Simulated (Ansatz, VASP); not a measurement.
# Two plane-wave programs on Ta2N

```xyz
3
Lattice="3.1011 0.0000 0.0000 -1.5506 2.6857 -0.0537 0.0000 -0.0976 4.8819" Properties=species:S:1:pos:R:3 pbc="T T T"
Ta    1.5506    0.8225    3.6186
Ta    0.0000    1.7655    1.2095
N     0.0000    0.0000    0.0000
```

Change from the starting cell: strain -0.0400 x Voigt [0, 0, 0, 1, 0, 0], atoms carried along.

Alike in both runs: task single point; functional PBE; k mesh 18 × 18 × 10; occupations gaussian, width 0.15 eV; no spin polarisation.

```csv
,VASP,Ansatz
version,VASP 6.6.1,Ansatz 0.2.0
potentials or method,"VASP PAW PBE potentials, release 64 (Ta_pv, N), cutoff 520 eV","scalar-relativistic, plane waves, PAW"
valence electrons in the cell,27,31
```

|  | VASP | Ansatz | Ansatz less VASP |
| --- | --- | --- | --- |
| gap on the k mesh at the Fermi level (eV) | none | none | - |
| pressure (GPa) | 0.9 | 0.5 | -0.44 |
| traceless stress, the component that is largest in VASP (GPa) | 6.31 | 6.29 | -0.020 |
| rms of the force components (eV/Å) | 0.093 | 0.087 | -0.0059 |

Atom by atom the forces differ by 0.022 eV/Å (rms over components). A gap of «none» marks a metal or a gap that the smearing closes. VASP's potentials hold 27 valence electrons a cell and Ansatz's 31, so a difference there can come from the potentials and not from the codes.

Neither program's run includes spin-orbit coupling.
